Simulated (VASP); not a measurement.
Wanted: the native input for a VASP 6.6.1 run.

- Task: single point
- Functional: PBE
- Potentials or basis: VASP PAW PBE potentials, release 64 (Cd, Se)
- Cutoff: 520 eV
- k mesh: 6 × 6 × 4
- Occupations: gaussian, width 0.05 eV
- Spin: no spin polarisation
- Dipole correction: no
- Further INCAR settings: ALGO = Normal; EDIFF = 1e-06; NBANDS = 26

The structure of CdSe lies in POSCAR:

```
CdSe
1.0
    4.2984999142      0.0000000000      0.0000000000
   -2.1492499571      3.7226101239      0.0000000000
    0.0000000000      0.0000000000      7.0152000000
Cd Se
2 2
Direct
    0.6666666667      0.3333333333      0.0000000000
    0.3333333333      0.6666666667      0.5000000000
    0.6744883675      0.3119640494      0.3750000000
    0.3411550341      0.6452973827      0.8750000000
```

This cell differs from its parent crystal: all Se atoms moved +0.113 Å, as atom 3 along Cartesian [1 -1 0].

These files were run (other wordings do the same):

INCAR

```
ALGO = Normal
EDIFF = 1E-6
ENCUT = 520
GGA = PE
ISIF = 2
ISMEAR = 0
LASPH = T
LCHARG = F
LREAL = F
LWAVE = F
NBANDS = 26
NELM = 80
PREC = Accurate
SIGMA = 0.05
```

KPOINTS

```
k-points
0
Gamma
  6 6 4
```

Potentials or basis: VASP PAW PBE potentials, release 64 (Cd, Se).

Run with:

```console
$ cat potpaw_PBE.64/Cd/POTCAR potpaw_PBE.64/Se/POTCAR > POTCAR
$ mpirun -np 1 vasp_std > vasp.out
```

Results of the run:

```
Pressure               : 3.6 GPa
Largest force          : 0.678 eV/Å
Band gap on the k mesh : 0.66 eV
```

Caveat: the cell differs from its parent crystal (all Se atoms moved +0.113 Å, as atom 3 along Cartesian [1 -1 0]); the cell stands under pressure.

Run time: 97 s on 1 thread of Intel(R) Xeon(R) Platinum 8488C (Sapphire Rapids) (shared host), peak memory 0.35 GiB.
